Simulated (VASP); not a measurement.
**BP: single point with revPBE**

BP:

```
P B
1.0
     0.00000    2.29886    2.29886
     2.29886    0.00000    2.29886
     2.29886    2.29886    0.00000
P B
1 1
Direct
  0.75000 0.75000 0.75000
  0.00000 0.00000 0.00000
```

```yaml
Program: VASP 6.6.1
Task: single point
Functional: revPBE
Potentials_or_basis: VASP PAW PBE potentials, release 64 (P, B)
Cutoff: 520 eV
k_mesh: 10 × 10 × 10
Occupations: fermi-dirac, width 0.05 eV
Spin: no spin polarisation
```

```json
{
 "Pressure": "-3.2 GPa",
 "Band gap on the k mesh": "1.30 eV, indirect (least direct gap 3.34 eV)"
}
```

Levels at points of the mesh, in eV from the valence-band top:
| k point | band 1 | band 2 | band 3 | band 4 | band 5 | band 6 | band 7 | band 8 | band 9 |
| --- | --- | --- | --- | --- | --- | --- | --- | --- | --- |
| (0.00, 0.00, 0.00) | -15.13 | 0.00 | 0.00 | 0.00 | 3.34 | 3.34 | 3.34 | 6.81 | 11.37 |
| (0.50, 0.00, 0.00) | -11.95 | -8.76 | -1.71 | -1.71 | 3.56 | 4.68 | 4.68 | 10.06 | 14.35 |
| (0.50, 0.50, 0.00) | -10.47 | -8.41 | -3.98 | -3.98 | 1.41 | 1.73 | 11.79 | 11.79 | 14.88 |

It took 23 s on 1 thread of AMD EPYC 7R13, on a shared host, peak memory 0.11 GiB.

Caveat: the PAW data sets were made with another functional, which shifts forces and pressure a little. A k mesh can miss the band edges.
